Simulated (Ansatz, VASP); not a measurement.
## NbH in VASP and in Ansatz

```
Nb H
1.0
    -1.65884    1.65884    2.04835
     1.65884   -1.65884    2.04835
     1.65884    1.65884   -2.04835
Nb H
1 1
Direct
  0.00000 0.00000 0.00000
  0.50000 0.50000 0.00000
```

Alike in both runs: task single point; functional r2SCAN; k mesh 10 × 10 × 10; occupations fermi-dirac, width 0.1 eV; no spin polarisation.

|  | VASP | Ansatz |
| --- | --- | --- |
| version | VASP 6.6.1 | Ansatz 0.2.0 |
| potentials or method | VASP PAW PBE potentials, release 64 (Nb_sv, H), cutoff 520 eV | plane waves, PAW |
| valence electrons in the cell | 14 | 14 |

|  | VASP | Ansatz | Ansatz less VASP |
| --- | --- | --- | --- |
| pressure (GPa) | -18.3 | -18.1 | +0.22 |
| traceless stress, the component that is largest in VASP (GPa) | -1.80 | -1.83 | -0.033 |

VASP's potentials were made for PBE, not for r2SCAN.
